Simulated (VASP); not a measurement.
A run of VASP 6.6.1:

INCAR

```
SYSTEM = Nb
PREC = Accurate ; ENCUT = 520
EDIFF = 1E-8 ; ISMEAR = -1
SIGMA = 0.08 ; LREAL = .FALSE.
LASPH = .TRUE. ; NELM = 100
ALGO = Normal ; ISIF = 2
LWAVE = .FALSE. ; LCHARG = .FALSE.
GGA = PE ; LEFG = .TRUE.
NBANDS = 12
```

KPOINTS

```
Automatic mesh
0
G
  13 13 13
  0 0 0
```

Contents of POSCAR:

```
Nb
1.0
    0.0000000000      2.0791456158      2.0791456158
    2.0791456158      0.0000000000      2.0791456158
    2.0791456158      2.0791456158      0.0000000000
Nb
1
Direct
    0.0000000000      0.0000000000      0.0000000000
```

Potentials or basis: VASP PAW PBE potentials, release 64 (Nb_sv).

Launch:

```sh
$ cat potpaw_PBE.64/Nb_sv/POTCAR > POTCAR
$ mpirun -np 1 vasp_std > vasp.out
```

Hardware: 1 thread of Intel(R) Xeon(R) Platinum 8259CL CPU @ 2.50GHz (Skylake/Cascade Lake), with other jobs on the host.

Estimate the wall time of this run.

Wall time 14 s on 1 thread of Intel(R) Xeon(R) Platinum 8259CL CPU @ 2.50GHz (Skylake/Cascade Lake), on a shared host, peak memory 0.14 GiB. Counts: scf iterations 14, k points 84.
